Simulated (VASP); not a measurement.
A run of VASP 6.6.1 is set up as follows.

The input INCAR:

```
  ALGO = Normal
  EDIFF = 1E-6
  ENCUT = 520
  GGA = PS
  ISIF = 2
  ISMEAR = -1
  LASPH = T
  LCHARG = F
  LREAL = F
  LWAVE = F
  NBANDS = 14
  NELM = 80
  PREC = Accurate
  SIGMA = 0.03
```

Contents of KPOINTS:

```
k-points
0
Gamma
  9 9 9
```

Contents of POSCAR:

```
NaF
1.0
    0.0000000000      2.3200000000      2.3200000000
    2.3200000000      0.0000000000      2.3200000000
    2.3200000000      2.3200000000      0.0000000000
Na F
1 1
Direct
   -0.1050000000     -0.1050000000      0.1050000000
    0.6050000000      0.6050000000      0.3950000000
```

Potentials or basis: VASP PAW PBE potentials, release 64 (Na_pv, F).

Command:

```console
$ cat potpaw_PBE.64/Na_pv/POTCAR potpaw_PBE.64/F/POTCAR > POTCAR
$ mpirun -np 1 vasp_std > vasp.out
```

(1) Predict the band gap on the k mesh.

(2) Predict the largest force.

## Answers

(1) 4.21 eV, direct.

(2) 31.803 eV/Å.

Caveat: the cell differs from its parent crystal (shortest bond scaled by 0.58); the PAW data sets were made with another functional, which shifts forces and pressure a little.
